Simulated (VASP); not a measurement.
Al: single point with PBE

Al:

```
CELL_PARAMETERS angstrom
0.00000 2.02120 2.02120
2.02120 0.00000 2.02120
2.02120 2.02120 0.00000
ATOMIC_POSITIONS crystal
Al 0.00000 0.00000 0.00000
```

```
Program             : VASP 6.6.1
Task                : single point
Functional          : PBE
Potentials or basis : VASP PAW PBE potentials, release 64 (Al)
Cutoff              : 520 eV
k mesh              : 20 × 20 × 20
Occupations         : fermi-dirac, width 0.15 eV
Spin                : no spin polarisation
```

The pressure is 0.0 GPa.

Levels at points of the mesh, in eV from the Fermi level:
```tsv
k point	band 1	band 2	band 3	band 4	band 5	band 6
(0.00, 0.00, 0.00)	-11.15	12.59	12.59	12.59	14.08	14.08
(0.50, 0.00, 0.00)	-4.61	-4.40	11.38	11.38	11.44	11.44
(0.50, 0.50, 0.00)	-2.94	-1.62	5.24	5.57	5.57	9.04
```

Wall time 9 s on 1 thread of Intel(R) Xeon(R) 6975P-C (Granite Rapids) (shared host), peak memory 0.15 GiB.
